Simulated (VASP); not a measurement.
Write the native input for VASP 6.6.1 that does the following.

```yaml
Task: single point
Functional: r2SCAN
Potentials_or_basis: VASP PAW PBE potentials, release 64 (Bi_d, Zn)
Cutoff: 520 eV
k_mesh: 3 × 3 × 3
Occupations: fermi-dirac, width 0.05 eV
Spin: no spin polarisation
Dipole_correction: no
Further_INCAR_settings: ALGO = Normal; EDIFF = 1e-06; NBANDS = 36
```

The system is ZnBi3.

```
Bi Zn
1.0
     4.87316    0.00000    0.00000
     0.00000    4.87316    0.00000
     0.00000    0.00000    4.87316
Bi Zn
3 1
Direct
  0.50000 0.50000 0.00000
  0.50000 0.00000 0.50000
  0.00000 0.50000 0.50000
  0.00000 0.00000 0.00000
```

These files were run (other wordings do the same):

POSCAR

```
ZnBi3
1.0
    4.8731640000      0.0000000000      0.0000000000
    0.0000000000      4.8731640000      0.0000000000
    0.0000000000      0.0000000000      4.8731640000
Bi Zn
3 1
Direct
    0.5000000000      0.5000000000      0.0000000000
    0.5000000000      0.0000000000      0.5000000000
    0.0000000000      0.5000000000      0.5000000000
    0.0000000000      0.0000000000      0.0000000000
```

INCAR.step1

```
SYSTEM = ZnBi3
PREC = Accurate
ENCUT = 520
ISMEAR = -1
SIGMA = 0.05
LREAL = .FALSE.
LASPH = .TRUE.
NELM = 100
NBANDS = 36
GGA = PE
ALGO = Normal
EDIFF = 1E-4
LWAVE = .TRUE.
LCHARG = .FALSE.
```

INCAR.step2

```
SYSTEM = ZnBi3
PREC = Accurate
ENCUT = 520
EDIFF = 1E-6
ISMEAR = -1
SIGMA = 0.05
LREAL = .FALSE.
LASPH = .TRUE.
NELM = 100
ALGO = Normal
ISIF = 2
LWAVE = .FALSE.
LCHARG = .FALSE.
METAGGA = R2SCAN
LMIXTAU = .TRUE.
NBANDS = 36
ISTART = 1
```

KPOINTS

```
regular mesh
0
G
  3 3 3
  0 0 0
```

Potentials or basis: VASP PAW PBE potentials, release 64 (Bi_d, Zn).

Command:

```sh
$ cat potpaw_PBE.64/Bi_d/POTCAR potpaw_PBE.64/Zn/POTCAR > POTCAR
$ cp INCAR.step1 INCAR
$ mpirun -np 1 vasp_std > vasp.out
$ cp INCAR.step2 INCAR
$ mpirun -np 1 vasp_std > vasp.out
```

Results of the run:

| Quantity | Value |
| --- | --- |
| Pressure | -0.4 GPa |

Caveat: the k points lie up to 0.43 Å⁻¹ apart; the PAW data sets were made with another functional, which shifts forces and pressure a little.

Run time: 120 s on 1 thread of Intel Xeon 6975P-C, with other jobs on the host, peak memory 0.22 GiB.
